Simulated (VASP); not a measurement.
AgCl: single point with r2SCAN

AgCl:

```
Ag Cl
1.0
     3.43397    0.00000    0.00000
     0.00000    3.53699    0.00000
     0.00000    0.00000    3.43397
Ag Cl
1 1
Direct
  0.00000 0.00000 0.00000
  0.50000 0.50000 0.50000
```

This cell differs from its parent crystal: strain +0.0300 x Voigt [0, 1, 0, 0, 0, 0].

- Program: VASP 6.6.1
- Task: single point
- Functional: r2SCAN
- Potentials or basis: VASP PAW PBE potentials, release 64 (Ag, Cl)
- Cutoff: 520 eV
- k mesh: 8 × 8 × 8
- Occupations: gaussian, width 0.05 eV
- Spin: no spin polarisation
- Dipole correction: no
- Further INCAR settings: ALGO = Normal; EDIFF = 1e-06; NBANDS = 16

| Property | Result |
| --- | --- |
| Pressure | -3.2 GPa |
| Band gap on the k mesh | 1.12 eV (least direct gap 2.51 eV) |

Stress tensor (GPa, compression positive):
```
-2.66  0.00  0.00
 0.00 -4.19  0.00
 0.00  0.00 -2.66
```

Levels at points of the mesh, in eV from the valence-band top:
| k point | band 7 | band 8 | band 9 | band 10 | band 11 | band 12 |
| --- | --- | --- | --- | --- | --- | --- |
| (0.00, 0.00, 0.00) | -1.66 | -1.39 | -1.39 | 1.12 | 9.91 | 10.12 |
| (0.50, 0.00, 0.00) | -1.37 | -0.06 | -0.01 | 5.50 | 5.96 | 10.11 |
| (0.00, 0.50, 0.00) | -1.48 | 0.00 | 0.00 | 5.68 | 5.83 | 10.14 |
| (0.50, 0.50, 0.00) | -1.96 | -1.48 | -0.83 | 3.21 | 9.43 | 9.76 |
| (0.50, 0.00, 0.50) | -2.03 | -1.44 | -1.00 | 3.47 | 9.44 | 9.44 |
| (0.50, 0.50, 0.50) | -0.22 | -0.22 | -0.17 | 5.41 | 5.41 | 5.50 |

Run time: 66 s on 1 thread of Intel(R) Xeon(R) 6975P-C (Granite Rapids), with other jobs on the host, peak memory 0.19 GiB.

Caveat: the cell differs from its parent crystal (strain +0.0300 x Voigt [0, 1, 0, 0, 0, 0]); the cell stands under tension; the PAW data sets were made with another functional, which shifts forces and pressure a little. A k mesh can miss the band edges.
